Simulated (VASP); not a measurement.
## TiS2: single point with PBE

TiS2:

```
Ti S
1.0
     3.41297    0.00000    0.00000
    -1.70648    2.95572    0.00000
     0.00000    0.00000    6.46792
Ti S
1 2
Direct
  0.00000 0.00000 0.00000
  0.33333 0.66667 0.21964
  0.66667 0.33333 0.78036
```

```json
{"Program": "VASP 6.6.1", "Task": "single point", "Functional": "PBE", "Potentials or basis": "VASP PAW PBE potentials, release 64 (Ti_sv, S)", "Cutoff": "500 eV", "k mesh": "12 × 12 × 6", "Occupations": "gaussian, width 0.05 eV", "Spin": "non-collinear spin, zero start, spin-orbit coupling", "Starting moments": "[[0.0, 0.0, 0.0], [0.0, 0.0, 0.0], [0.0, 0.0, 0.0]] μB"}
```

```json
{
 "Pressure": "0.0 GPa",
 "Net moment": "0.00 μB per cell",
 "Valence electrons inside the program's atomic spheres": "Ti 10.17; S 3.73"
}
```

Moments on the atoms (μB; x, y, z):
```
Ti  0.00 0.00 0.00
S   0.00 0.00 0.00
S   0.00 0.00 0.00
```

Run time: 5.3 min on 1 thread of Intel(R) Xeon(R) 6975P-C (Granite Rapids) (shared host), peak memory 0.53 GiB.

Caveat: this functional lacks dispersion, which binds layers or chains, so the pressure and a relaxed spacing across them are unreliable.
